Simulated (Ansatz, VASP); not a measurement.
# One calculation of Sn, two programs

File INCAR:

```
  ALGO = Normal
  EDIFF = 1E-6
  ENCUT = 520
  GGA = PS
  ISIF = 2
  ISMEAR = -1
  LASPH = True
  LCHARG = True
  LELF = True
  LREAL = False
  LVHAR = True
  LWAVE = False
  NBANDS = 21
  NELM = 80
  PREC = Accurate
  SIGMA = 0.1
```

Contents of KPOINTS:

```
k-points
0
Gamma
  10 10 10
```

Contents of POSCAR:

```
Sn
1.0
    0.0000000000      2.9719609764      2.9719609764
    2.9719609764      0.0000000000      2.9719609764
    2.9719609764      2.9719609764      0.0000000000
Sn
2
Direct
   -0.1250000000     -0.1250000000     -0.1250000000
    0.1250000000      0.1250000000      0.1250000000
```

Input for Ansatz:

```yaml
crystal:
  lattice:
    - [0.0, 2.9719609764, 2.9719609764]
    - [2.9719609764, 0.0, 2.9719609764]
    - [2.9719609764, 2.9719609764, 0.0]
  atoms:
    - { symbol: Sn, position: [-0.125, -0.125, -0.125] }
    - { symbol: Sn, position: [0.125, 0.125, 0.125] }
kpoints:
  mp_grid: { grid: [10, 10, 10] }
scf:
  occupations: { method: fermi_dirac, width: 0.1 }
hamiltonian:
  xc: pbesol
  pseudopotentials: { kind: all_electron, lapw: { basis_error: 0.001 } }
output:
  forces: true
  stress: true
  eigenvalues: true
  populations: true
```

Change from the starting cell: volume scaled by 0.75, LAPW.

Alike in both runs: task single point; functional PBEsol; k mesh 10 × 10 × 10; occupations fermi-dirac, width 0.1 eV; no spin polarisation.

|  | VASP | Ansatz |
| --- | --- | --- |
| version | VASP 6.6.1 | Ansatz 0.2.0 |
| potentials or method | VASP PAW PBE potentials, release 64 (Sn_d), cutoff 520 eV | all-electron LAPW, scalar-relativistic |

```csv
,VASP,Ansatz,Ansatz less VASP
pressure (GPa),23.7,23.8,+0.13
```

VASP's potentials were made for PBE, not for PBEsol. Ansatz ran all-electron here, and VASP with PAW potentials.
